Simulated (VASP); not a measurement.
Here is a VASP 6.6.1 calculation.

Contents of INCAR:

```
SYSTEM = GaN
PREC = Accurate ; ENCUT = 520
EDIFF = 1E-6 ; ISMEAR = 0
SIGMA = 0.05 ; LREAL = .False.
LASPH = .True. ; NELM = 80
ALGO = Normal ; ISIF = 2
LWAVE = .False. ; LCHARG = .False.
GGA = PS ; NBANDS = 26
```

KPOINTS

```
regular mesh
0
Gamma
  8 8 6
  0 0 0
```

POSCAR

```
GaN
1.0
    0.0000000000     -2.2490913701     -2.3091421097
    0.0000000000      2.2490913701     -2.3091421097
    4.6182842193      0.0000000000      0.0000000000
Ga N
2 2
Direct
    0.4976558961      0.4976558961      0.5000000000
    0.0023441039      0.0023441039      0.0000000000
    0.0193411440      0.4806588560      0.2500000000
    0.4806588560      0.0193411440      0.7500000000
```

Potentials or basis: VASP PAW PBE potentials, release 64 (Ga_d, N).

Launch:

```sh
$ cat potpaw_PBE.64/Ga_d/POTCAR potpaw_PBE.64/N/POTCAR > POTCAR
$ mpirun -np 1 vasp_std > vasp.out
```

Q: Estimate the band gap on the k mesh.

A: 1.30 eV.

Q: Predict the pressure.

A: -8.0 GPa.

Q: Estimate the largest force.

A: 1.347 eV/Å.

Stress tensor (GPa, compression positive):
```
-8.39  0.00  0.00
 0.00 -6.63  0.00
 0.00  0.00 -8.97
```

Caveat: the PAW data sets were made with another functional, which shifts forces and pressure a little. PBEsol gaps usually lie below the measured ones, often by a third to a half.
